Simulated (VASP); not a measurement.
# CdSe (R3m) in VASP: a series of runs, part 2 of 2

VASP 6.6.1.

## (3) Electric field gradients, PBE (equal xy, yz and zx shear strains of -2 %)

INCAR

```
  PREC = Accurate
  ENCUT = 520
  EDIFF = 1E-8
  ISMEAR = -1
  SIGMA = 0.03
  LREAL = False
  LASPH = True
  NELM = 100
  ALGO = Normal
  ISIF = 2
  LWAVE = False
  LCHARG = False
  GGA = PE
  LEFG = True
  NBANDS = 16
```

KPOINTS

```
Automatic mesh
0
Gamma
  8 8 8
```

POSCAR

```
CdSe
1.0
   -0.0614054240      3.0395684866      3.0395684866
    3.0395684866     -0.0614054240      3.0395684866
    3.0395684866      3.0395684866     -0.0614054240
Cd Se
1 1
Direct
    0.0000000000      0.0000000000      0.0000000000
    0.2500000000      0.2500000000      0.2500000000
```

Potentials or basis: VASP PAW PBE potentials, release 64 (Cd, Se).

Started as:

```bash
> cat potpaw_PBE.64/Cd/POTCAR potpaw_PBE.64/Se/POTCAR > POTCAR
> mpirun -np 1 vasp_std > vasp.out
```

OUTCAR:

```text
PREC = Accurate
   ENCUT = 520
   EDIFF = 1E-8
   ISMEAR = -1
   LREAL = False
   LASPH = True
   NELM = 100
   ISIF = 2
   GGA = PE

 ion  position               nearest neighbor table
   1  0.000  0.000  0.000-   2 2.61   2 2.68   2 2.68   2 2.68
   2  0.250  0.250  0.250-   1 2.61   1 2.68   1 2.68   1 2.68

  LATTYP: Found a trigonal (rhomboedric) cell.
 ALAT       =     4.2990375429
 COS(alpha) =     0.4797000918

  Lattice vectors:

 A1 = (  -0.0614054240,   3.0395684866,   3.0395684866)
[... 668 lines left out ...]
  ---------------------------------------------------
  free  energy   TOTEN  =        -5.4804960924 eV

  energy  without entropy=       -5.4804956029  energy(sigma->0) =       -5.48049585

 Electric field gradients (V/A^2)
---------------------------------------------------------------------
 ion       V_xx      V_yy      V_zz      V_xy      V_xz      V_yz
---------------------------------------------------------------------
   1       0.000     0.000    -0.000   -10.782   -10.782   -10.782
   2      -0.000     0.000    -0.000    -4.246    -4.246    -4.246
---------------------------------------------------------------------

 Electric field gradients after diagonalization (V/A^2)
 (convention: |V_zz| > |V_xx| > |V_yy|)
----------------------------------------------------------------------
 ion       V_xx      V_yy      V_zz     asymmetry (V_yy - V_xx)/ V_zz
----------------------------------------------------------------------
   1      10.782    10.782   -21.565       0.000
   2       4.246     4.246    -8.493       0.000
----------------------------------------------------------------------

           NMR quadrupolar parameters

 Cq : quadrupolar parameter    Cq=e*Q*V_zz/h
 eta: asymmetry parameters     (V_yy - V_xx)/ V_zz
 Q  : nuclear electric quadrupole moment in mb (millibarn)
----------------------------------------------------------------------
 ion       Cq(MHz)       eta       Q (mb)
----------------------------------------------------------------------
   1      -0.052       0.000       1.000
   2      -0.021       0.000       1.000
----------------------------------------------------------------------
```

OSZICAR:

```text
N       E                     dE             d eps       ncg     rms          rms(c)
DAV:   1     0.107514583238E+03    0.10751E+03   -0.87443E+03  2096   0.100E+03
DAV:   2    -0.167527503743E+01   -0.10919E+03   -0.10308E+03  2504   0.247E+02
DAV:   3    -0.584336447587E+01   -0.41681E+01   -0.41608E+01  2528   0.502E+01
DAV:   4    -0.586118516495E+01   -0.17821E-01   -0.17820E-01  2592   0.328E+00
DAV:   5    -0.586129813046E+01   -0.11297E-03   -0.11297E-03  2576   0.229E-01    0.589E+00
DAV:   6    -0.550069193816E+01    0.36061E+00   -0.55013E-01  3168   0.869E+00    0.470E+00
DAV:   7    -0.547926235300E+01    0.21430E-01   -0.14188E-01  2456   0.250E+00    0.204E+00
DAV:   8    -0.548018222936E+01   -0.91988E-03   -0.13077E-02  2288   0.138E+00    0.247E-01
DAV:   9    -0.548037542759E+01   -0.19320E-03   -0.13820E-03  2624   0.471E-01    0.466E-02
DAV:  10    -0.548044550850E+01   -0.70081E-04   -0.15369E-04  2640   0.151E-01    0.434E-02
DAV:  11    -0.548049562188E+01   -0.50113E-04   -0.81748E-05  2528   0.571E-02    0.166E-02
DAV:  12    -0.548049537933E+01    0.24255E-06   -0.19910E-06  2440   0.169E-02    0.581E-03
DAV:  13    -0.548049600576E+01   -0.62643E-06   -0.17497E-06  2560   0.676E-03    0.287E-03
DAV:  14    -0.548049599061E+01    0.15152E-07   -0.52568E-08  2568   0.167E-03    0.183E-03
DAV:  15    -0.548049610092E+01   -0.11031E-06   -0.17637E-08  2560   0.944E-04    0.277E-04
DAV:  16    -0.548049609245E+01    0.84669E-08   -0.53167E-10  1480   0.182E-04
   1 F= -.54804961E+01 E0= -.54804958E+01  d E =-.489502E-06
```

stdout:

```text
POSCAR found type information on POSCAR CdSe
 POSCAR found :  2 types and       2 ions
 scaLAPACK will be used
 LDA part: xc-table for (Slater+PW92), standard interpolation
 POSCAR, INCAR and KPOINTS ok, starting setup
 FFT: planning ... GRIDC
 FFT: planning ... GRID_SOFT
 FFT: planning ... GRID
 WAVECAR not read
 entering main loop
ion   1

ion   2
```

It took 38 s on 1 thread of Intel Xeon Platinum 8488C (Sapphire Rapids), shared host; peak memory 0.21 GiB.

Results:

| Item | Value |
| --- | --- |
| Free energy | -5.4805 eV |
| Pressure | 1.7 GPa |
| Largest force | 0.236 eV/Å |
| Band gap on the k mesh | 0.52 eV, direct |

Forces in eV/Å, atoms in the order of the input:
```
Cd  -0.136 -0.136 -0.136
Se   0.136  0.136  0.136
```

Levels at points of the mesh, in eV from the valence-band top:
| k point | band 7 | band 8 | band 9 | band 10 | band 11 | band 12 |
| --- | --- | --- | --- | --- | --- | --- |
| (0.00, 0.00, 0.00) | -0.07 | -0.07 | 0.00 | 0.52 | 5.78 | 5.78 |
| (0.50, 0.00, 0.00) | -4.26 | -0.72 | -0.71 | 2.35 | 6.32 | 6.55 |
| (0.50, 0.50, 0.00) | -3.99 | -1.87 | -1.72 | 3.13 | 3.71 | 8.90 |
| (0.50, 0.50, 0.50) | -4.28 | -0.84 | -0.84 | 2.21 | 6.28 | 6.28 |

Electric field gradients, principal values (V/Å²):
| atom | least | middle | greatest (by size) |
| --- | --- | --- | --- |
| 1 Cd | 10.782 | 10.782 | -21.565 |
| 2 Se | 4.246 | 4.246 | -8.493 |

Caveat: the cell differs from its parent crystal (equal xy, yz and zx shear strains of -2 %); without QUAD_EFG the Cq values of the log hold for a quadrupole moment of 1 mb, not for the nuclei.

## (4) Electric field gradients, PBE (equal xy, yz and zx shear strains of +1 %)

INCAR

```
SYSTEM = CdSe
PREC = Accurate ; ENCUT = 520
EDIFF = 1E-8 ; ISMEAR = -1
SIGMA = 0.03 ; LREAL = .False.
LASPH = .True. ; NELM = 80
ALGO = Normal ; ISIF = 2
LWAVE = .False. ; LCHARG = .False.
GGA = PE ; LEFG = .True.
NBANDS = 16
```

KPOINTS

```
regular mesh
0
Gamma
  8 8 8
  0 0 0
```

POSCAR

```
CdSe
1.0
    0.0307027120      3.0856225546      3.0856225546
    3.0856225546      0.0307027120      3.0856225546
    3.0856225546      3.0856225546      0.0307027120
Cd Se
1 1
Direct
    0.0000000000      0.0000000000      0.0000000000
    0.2500000000      0.2500000000      0.2500000000
```

Potentials or basis: VASP PAW PBE potentials, release 64 (Cd, Se).

Started as:

```bash
> cat potpaw_PBE.64/Cd/POTCAR potpaw_PBE.64/Se/POTCAR > POTCAR
> mpirun -np 1 vasp_std > vasp.out
```

OUTCAR:

```text
SYSTEM = CdSe
   PREC = Accurate
   ENCUT = 520
   EDIFF = 1E-8
   ISMEAR = -1
   LREAL = .False.
   LASPH = .True.
   NELM = 80
   ISIF = 2
   GGA = PE

 ion  position               nearest neighbor table
   1  0.000  0.000  0.000-   2 2.65   2 2.65   2 2.65   2 2.69
   2  0.250  0.250  0.250-   1 2.65   1 2.65   1 2.65   1 2.69

  LATTYP: Found a trigonal (rhomboedric) cell.
 ALAT       =     4.3638372742
 COS(alpha) =     0.5099250056

  Lattice vectors:

[... 667 lines left out ...]

  FREE ENERGIE OF THE ION-ELECTRON SYSTEM (eV)
  ---------------------------------------------------
  free  energy   TOTEN  =        -5.4881293850 eV

  energy  without entropy=       -5.4881288958  energy(sigma->0) =       -5.48812914

 Electric field gradients (V/A^2)
---------------------------------------------------------------------
 ion       V_xx      V_yy      V_zz      V_xy      V_xz      V_yz
---------------------------------------------------------------------
   1      -0.000    -0.000    -0.000     5.271     5.271     5.271
   2      -0.000     0.000    -0.000     2.217     2.217     2.217
---------------------------------------------------------------------

 Electric field gradients after diagonalization (V/A^2)
 (convention: |V_zz| > |V_xx| > |V_yy|)
----------------------------------------------------------------------
 ion       V_xx      V_yy      V_zz     asymmetry (V_yy - V_xx)/ V_zz
----------------------------------------------------------------------
   1      -5.271    -5.271    10.542       0.000
   2      -2.217    -2.217     4.433       0.000
----------------------------------------------------------------------

           NMR quadrupolar parameters

 Cq : quadrupolar parameter    Cq=e*Q*V_zz/h
 eta: asymmetry parameters     (V_yy - V_xx)/ V_zz
 Q  : nuclear electric quadrupole moment in mb (millibarn)
----------------------------------------------------------------------
 ion       Cq(MHz)       eta       Q (mb)
----------------------------------------------------------------------
   1       0.025       0.000       1.000
   2       0.011       0.000       1.000
----------------------------------------------------------------------
```

It took 36 s on 1 thread of Intel Xeon Platinum 8488C (Sapphire Rapids), shared host; peak memory 0.21 GiB.

What came out:

```yaml
Free_energy: -5.4881 eV
Pressure: 1.6 GPa
Largest_force: 0.100 eV/Å
Band_gap_on_the_k_mesh: 0.54 eV, direct
```

Forces in eV/Å, atoms in the order of the input:
```
Cd   0.058  0.058  0.058
Se  -0.058 -0.058 -0.058
```

Stress tensor (GPa, compression positive):
```
 1.59 -0.42 -0.42
-0.42  1.59 -0.42
-0.42 -0.42  1.59
```

Electric field gradients, principal values (V/Å²):
```
atom   least  middle  greatest (by size)
1 Cd  -5.271  -5.271              10.542
2 Se  -2.217  -2.217               4.433
```

Caveat: the cell differs from its parent crystal (equal xy, yz and zx shear strains of +1 %); without QUAD_EFG the Cq values of the log hold for a quadrupole moment of 1 mb, not for the nuclei.

## (5) Overview

| cell | gap on the mesh (eV) | pressure (GPa) | largest force (eV/Å) |
| --- | --- | --- | --- |
| a = 4.386 Å, angles 58.7°, 2 atoms | 0.53 | 1.7 | 0.19 |
| a = 4.299 Å, angles 61.3°, 2 atoms | 0.52 | 1.7 | 0.24 |
| a = 4.364 Å, angles 59.3°, 2 atoms | 0.54 | 1.6 | 0.10 |

Alike in all rows: task electric field gradients; level PBE; potentials or basis VASP PAW PBE potentials, release 64 (Cd, Se); no spin polarisation; k mesh 8 × 8 × 8; cutoff (eV) 520; smearing fermi-dirac 0.03 eV.

Absolute energies hang on the potentials; compare differences alone.
